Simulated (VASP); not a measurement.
# Na (C2/m) in VASP: single point with PBE

Aim: the single point of Na with PBE.

Everything below comes from runs of VASP 6.6.1. Logs are shortened: lines on timing, memory, paths and dates and some standing lists are left out, and cuts for length are marked.

## Step 1: The cell of the first run

It takes space group C2/m (No. 12, monoclinic). The conventional cell has a = 6.302 Å, b = 4.120 Å, c = 4.408 Å, α = 90.00°, β = 133.21°, γ = 90.00°. Within 4.9 Å of Na (site symmetry 2/m) lie 14 Na at 3.76 to 4.59 Å.

## Step 2: Single point, PBE (strained)

Contents of INCAR:

```
PREC = Accurate
ENCUT = 520
EDIFF = 1E-6
ISMEAR = 0
SIGMA = 0.1
LREAL = F
LASPH = T
NELM = 60
ALGO = Fast
ISIF = 2
LWAVE = F
LCHARG = T
GGA = PE
LELF = T
LVHAR = T
NBANDS = 10
```

Contents of KPOINTS:

```
regular mesh
0
Gamma
  12 12 12
```

Contents of POSCAR:

```
Na
1.0
   -2.2743008750      2.1810250000      2.0597769500
    2.2743008750     -2.1810250000      2.0597769500
    2.3196577250      2.2263818500     -2.0597769500
Na
1
Direct
    0.0000000000      0.0000000000      0.0000000000
```

Potentials or basis: VASP PAW PBE potentials, release 64 (Na_pv).

On the command line:

```sh
$ cat potpaw_PBE.64/Na_pv/POTCAR > POTCAR
$ mpirun -np 1 vasp_std > vasp.out
```

OUTCAR:

```text
PREC = Accurate
   ENCUT = 520
   EDIFF = 1E-6
   ISMEAR = 0
   LREAL = F
   LASPH = T
   NELM = 60
   ISIF = 2
   GGA = PE

 ion  position               nearest neighbor table
   1  0.000  0.000  0.000-

  LATTYP: Found a base centered monoclinic cell.
 ALAT       =     6.3021629686
 B/A-ratio  =     0.6536730200
 C/A-ratio  =     0.6993853143
 COS(beta)  =    -0.6846874067

  Lattice vectors:

 A1 = (   2.2743008750,  -2.1810250000,   2.0597769500)
 A2 = (   2.2743008750,  -2.1810250000,  -2.0597769500)
 A3 = (   0.0453568500,   4.4074068500,   0.0000000000)

Analysis of symmetry for initial positions (statically):
=====================================================================
 Subroutine PRICEL returns:
 Original cell was already a primitive cell.

 Routine SETGRP: Setting up the symmetry group for a
 base centered monoclinic supercell.

 Subroutine GETGRP returns: Found  4 space group operations
 (whereof  4 operations were pure point group operations)
 out of a pool of  4 trial point group operations.

The static configuration has the point symmetry C_2h.

Analysis of symmetry for dynamics (positions and initial velocities):
=====================================================================
 Subroutine PRICEL returns:
 Original cell was already a primitive cell.

 Routine SETGRP: Setting up the symmetry group for a
 base centered monoclinic supercell.

 Subroutine GETGRP returns: Found  4 space group operations
 (whereof  4 operations were pure point group operations)
 out of a pool of  4 trial point group operations.

The dynamic configuration has the point symmetry C_2h.

 Subroutine INISYM returns: Found  4 space group operations
 (whereof  4 operations are pure point group operations),
 and found     1 'primitive' translations

----------------------------------------------------------------------------------------

                                     Primitive cell

  volume of cell :      41.7010

  direct lattice vectors                    reciprocal lattice vectors
    -2.274300875  2.181025000  2.059776950    -0.002240355  0.226913841  0.242744730
     2.274300875 -2.181025000  2.059776950     0.217699310 -0.002240355  0.242744730
     2.319657725  2.226381850 -2.059776950     0.215458955  0.224673486  0.000000000

  length of vectors
     3.764571105  3.764571105  3.818411867     0.332294921  0.326072097  0.311288831

  position of ions in fractional coordinates (direct lattice)
     0.000000000  0.000000000  0.000000000

  ion indices of the primitive-cell ions
   primitive index   ion index
                 1           1

----------------------------------------------------------------------------------------

 KPOINTS: regular mesh

Automatic generation of k-mesh.
 Grid dimensions read from file:
 generate k-points for:   12   12   12

 Generating k-lattice:

  Cartesian coordinates                     Fractional coordinates (reciprocal lattice)
    -0.000186696  0.018909487  0.020228728     0.083333333  0.000000000  0.000000000
     0.018141609 -0.000186696  0.020228728     0.000000000  0.083333333 -0.000000000
     0.017954913  0.018722790  0.000000000    -0.000000000  0.000000000  0.083333333

  Length of vectors
     0.027691243  0.027172675  0.025940736

  Shift w.r.t. Gamma in fractional coordinates (k-lattice)
     0.000000000  0.000000000  0.000000000

 Subroutine IBZKPT returns following result:
 ===========================================

 Found    476 irreducible k-points:

 Following reciprocal coordinates:
            Coordinates               Weight
  0.000000  0.000000  0.000000      1.000000
  0.083333 -0.000000  0.000000      4.000000
  0.166667 -0.000000  0.000000      4.000000
  0.250000 -0.000000  0.000000      4.000000
  0.333333 -0.000000  0.000000      4.000000
  0.416667 -0.000000  0.000000      4.000000
[... 16 lines left out ...]
  0.250000  0.166667 -0.000000      4.000000
  0.333333  0.166667  0.000000      4.000000
 [... further k-points ...]
   k-points           NKPTS =    476   k-points in BZ     NKDIM =    476   number of bands    NBANDS=     10
   number of dos      NEDOS =    301   number of ions     NIONS =      1
   total plane-waves  NPLWV =  21952
   dimension x,y,z NGX =    28 NGY =   28 NGZ =   28
   dimension x,y,z NGXF=    56 NGYF=   56 NGZF=   56
   ions per type =               1
   NGX,Y,Z   is equivalent  to a cutoff of  12.36, 12.36, 12.19 a.u.
   NGXF,Y,Z  is equivalent  to a cutoff of  24.73, 24.73, 24.38 a.u.
 SYSTEM =  unknown system
   PREC   = accura    normal or accurate (medium, high low for compatibility)
   ISTART =      0    job   : 0-new  1-cont  2-samecut
   ICHARG =      2    charge: 1-file 2-atom 10-const
   ISPIN  =      1    spin polarized calculation?
   LNONCOLLINEAR =      F non collinear calculations
   LSORBIT =      F    spin-orbit coupling
   LASPH  =      T    aspherical Exc in radial PAW
   ENCUT  =  520.0 eV  38.22 Ry    6.18 a.u.   7.00  7.00  7.10*2*pi/ulx,y,z
   NELM   =     60;   NELMIN=  2; NELMDL= -5     # of ELM steps
   EDIFF  = 0.1E-05   stopping-criterion for ELM
   LREAL  =      F    real-space projection
   EDIFFG = 0.1E-04   stopping-criterion for IOM
   NSW    =      0    number of steps for IOM
   IBRION =     -1    ionic relax: 0-MD 1-quasi-New 2-CG
   NFREE  =      0    steps in history (QN), initial steepest desc. (CG)
   ISIF   =      2    stress and relaxation
   ISYM   =      2    0-nonsym 1-usesym 2-fastsym
   POTIM  = 0.5000    time-step for ionic-motion
   TEBEG  =    0.0;   TEEND  =   0.0 temperature during run
   PSTRESS=    0.0 pullay stress
   NELECT =       7.0000    total number of electrons
   NUPDOWN=      -1.0000    fix difference up-down
   EMIN   =  10.00;   EMAX   =-10.00  energy-range for DOS
   EFERMI =   0.00;   METHOD = LEGACY
   ISMEAR =     0;   SIGMA  =   0.10  broadening in eV -4-tet -1-fermi 0-gaus
   EFERMI_NEDOS =   21; number of points for ismear=-14 and -15
   IALGO  =     68    algorithm
   IMIX   =      4    mixing-type and parameters
     AMIX     =   0.40;   BMIX     =  1.00
     AMIX_MAG =   1.60;   BMIX_MAG =  1.00
  volume/ion in A,a.u.               =      41.70       281.41
  Fermi-wavevector in a.u.,A,eV,Ry     =   0.903078  1.706571 11.096238  0.815550
  Thomas-Fermi vector in A             =   2.026360
   LORBIT       =      0    0 simple, 1 ext, 2 COOP (PROOUT), +10 PAW based schemes
   GGA     = PE    functional components
   LHFCALC =     F    Hartree Fock is set to
   AEXX    =    0.0000 exact exchange contribution
   IVDW    =     0    specifies the selected vdW correction
   LEPSILON=     F    determine dielectric tensor
   LRPA    =     F    only Hartree local field effects (RPA)
 non-spin polarized calculation
 RMM-DIIS sequential band-by-band and
 Gauss-broadening in eV      SIGMA  =   0.10
  energy-cutoff  :      520.00
  volume of cell :       41.70
 maximum number of plane-waves:      1147
   NGX = 13   NGY = 13   NGZ = 15

 number of electron       7.0000005 magnetization

 Free energy of the ion-electron system (eV)
  ---------------------------------------------------
  ext. energy  EPLUGINS =         0.00000000
  ---------------------------------------------------
  free energy    TOTEN  =        -1.29883902 eV

  energy without entropy =       -1.29642518  energy(sigma->0) =       -1.29763210

 E-fermi :  -0.0039     XC(G=0):  -6.2039

 val. band max:       -0.0077038311   @ k =   0.1667   0.5000   0.0000
 cond. band min:      -0.0035601395   @ k =   0.0833   0.5000   0.0833
 fundamental gap:      0.0041436916
 Fermi energy:        -0.0039050461

 k-point     1 :       0.0000    0.0000    0.0000
  band No.  band energies     occupation
      1     -24.9909      2.00000
      2     -24.9907      2.00000
      3     -24.9902      2.00000
      4      -3.0273      2.00000
      5      10.1677      0.00000
      6      11.2199      0.00000
      7      11.2762      0.00000
      8      11.3532      0.00000
      9      11.7698      0.00000
     10      11.8769      0.00000

 k-point     2 :       0.0833   -0.0000    0.0000
  band No.  band energies     occupation
      1     -24.9923      2.00000
      2     -24.9912      2.00000
      3     -24.9906      2.00000
      4      -2.9085      2.00000
      5       9.5478      0.00000
      6      10.1375      0.00000
      7      10.5058      0.00000
      8      10.6026      0.00000
      9      11.6406      0.00000
     10      12.2166      0.00000

 k-point     3 :       0.1667   -0.0000    0.0000
  band No.  band energies     occupation
      1     -24.9965      2.00000
      2     -24.9927      2.00000
      3     -24.9909      2.00000
      4      -2.5536      2.00000
      5       8.0462      0.00000
      6       8.7519      0.00000
      7       9.5357      0.00000
      8       9.7028      0.00000
      9      10.9361      0.00000
     10      13.0270      0.00000

 k-point     4 :       0.2500   -0.0000    0.0000
  band No.  band energies     occupation
      1     -25.0023      2.00000
      2     -24.9949      2.00000
      3     -24.9912      2.00000
      4      -1.9668      2.00000
      5       6.0548      0.00000
      6       8.0800      0.00000
      7       8.7658      0.00000
      8       9.0155      0.00000
      9      10.2402      0.00000
     10      13.5297      0.00000
[... 222 lines left out ...]
 k-point    22 :       0.1667    0.1667    0.0000
  band No.  band energies     occupation
      1     -25.0041      2.00000
      2     -24.9954      2.00000
      3     -24.9928      2.00000
      4      -1.6119      2.00000
      5       5.7606      0.00000
      6       6.3572      0.00000
      7       7.9494      0.00000
      8      10.2956      0.00000
      9      11.2323      0.00000
     10      12.9775      0.00000

 k-point    23 :       0.2500    0.1667   -0.0000
  band No.  band energies     occupation
      1     -25.0078      2.00000
      2     -24.9982      2.00000
      3     -24.9933      2.00000
      4      -0.7938      2.00000
      5       4.3849      0.00000
      6       5.3617      0.00000
      7       7.5135      0.00000
      8       9.7482      0.00000
      9      11.6742      0.00000
     10      12.6950      0.00000

 k-point    24 :       0.3333    0.1667    0.0000
  band No.  band energies     occupation
      1     -25.0105      2.00000
      2     -25.0004      2.00000
      3     -24.9935      2.00000
      4       0.2351      0.00073
      5       2.8086      0.00000
      6       4.9524      0.00000
      7       7.3020      0.00000
      8       9.3530      0.00000
      9      11.9904      0.00000
     10      12.9184      0.00000

 [... further k-points ...]

------------------------ aborting loop because EDIFF is reached ----------------------------------------

  FORCE on cell =-STRESS in cart. coord.  units (eV):
  Direction    XX          YY          ZZ          XY          YZ          ZX
  --------------------------------------------------------------------------------------
  -------------------------------------------------------------------------------------
  Total       -0.2006230     -0.1867522     -0.1898101     -0.0356487      0.0000000     -0.0000000
  in kB       -7.7080573     -7.1751337     -7.2926219     -1.3696438      0.0000000     -0.0000000
  external PRESSURE =      -7.3919376 kB  Pullay stress =       0.0000000 kB

 VOLUME and BASIS-vectors are now :
 -----------------------------------------------------------------------------
  energy-cutoff  :      520.00
  volume of cell :       41.70
      direct lattice vectors                 reciprocal lattice vectors
    -2.274300875  2.181025000  2.059776950    -0.002240355  0.226913841  0.242744730
     2.274300875 -2.181025000  2.059776950     0.217699310 -0.002240355  0.242744730
     2.319657725  2.226381850 -2.059776950     0.215458955  0.224673486  0.000000000

 POSITION                                       TOTAL-FORCE (eV/Angst)
 -----------------------------------------------------------------------------------
      0.00000      0.00000      0.00000         0.000000      0.000000      0.000000
 -----------------------------------------------------------------------------------
    total drift:                               -0.000000     -0.000000     -0.000000

  FREE ENERGIE OF THE ION-ELECTRON SYSTEM (eV)
  ---------------------------------------------------
  free  energy   TOTEN  =        -1.2988390212 eV

  energy  without entropy=       -1.2964251773  energy(sigma->0) =       -1.29763210
```

Run time: 97 s. Hardware: 1 thread of Intel Xeon Platinum 8488C (Sapphire Rapids), shared host; peak memory 0.27 GiB.

Results:

- Free energy: -1.2988 eV
- Pressure: -0.7 GPa
- Band gap on the k mesh: zero (an odd number of electrons rules out a gap without spin polarisation)

Levels at points of the mesh, in eV from the Fermi level:
| k point | band 1 | band 2 | band 3 | band 4 | band 5 | band 6 | band 7 | band 8 |
| --- | --- | --- | --- | --- | --- | --- | --- | --- |
| (0.00, 0.00, 0.00) | -24.99 | -24.99 | -24.99 | -3.02 | 10.17 | 11.22 | 11.28 | 11.36 |
| (0.50, 0.00, 0.00) | -25.01 | -25.00 | -24.99 | 0.93 | 1.34 | 7.20 | 7.79 | 8.14 |
| (0.00, 0.50, 0.00) | -25.01 | -24.99 | -24.99 | 0.80 | 1.17 | 7.66 | 8.25 | 8.61 |
| (0.50, 0.50, 0.00) | -25.01 | -24.99 | -24.99 | 0.62 | 0.94 | 8.47 | 9.07 | 9.33 |
| (0.00, 0.00, 0.50) | -25.01 | -24.99 | -24.99 | 0.50 | 0.77 | 8.56 | 9.25 | 9.46 |
| (0.50, 0.50, 0.50) | -25.01 | -25.00 | -25.00 | 3.77 | 3.94 | 4.39 | 4.59 | 5.52 |

Caveat: the cell differs from its parent crystal (strained).
